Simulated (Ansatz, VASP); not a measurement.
## Two plane-wave programs on Pt

```
Pt
1.0
     0.00000    1.96998    1.96998
     1.96998    0.00000    1.96998
     1.96998    1.96998    0.00000
Pt
1
Cartesian
  0.0000 0.0000 0.0000
```

Alike in both runs: functional r2SCAN; k mesh 18 × 18 × 18; occupations gaussian, width 0.1 eV; no spin polarisation.

Ansatz relaxed the structure, and its values are those at the end. VASP's run is a single point on that final structure, the one shown.

```csv
,VASP,Ansatz
version,VASP 6.6.1,Ansatz 0.2.0
potentials or method,"VASP PAW PBE potentials, release 64 (Pt), cutoff 550 eV","scalar-relativistic, plane waves, PAW"
valence electrons in the cell,10,18
```

VASP gave:

- gap on the k mesh at the Fermi level (eV): none
- pressure (GPa): 0.8

Q: Estimate Ansatz's values.

A: gap on the k mesh at the Fermi level (eV): none; pressure (GPa): 0.0.

VASP's potentials were made for PBE, not for r2SCAN. A gap of «none» marks a metal or a gap that the smearing closes. The functional is the same, so the differences come from potentials, cutoffs and numerics. VASP's potentials hold 10 valence electrons a cell and Ansatz's 18, so a difference there can come from the potentials and not from the codes.

Neither program's run includes spin-orbit coupling.
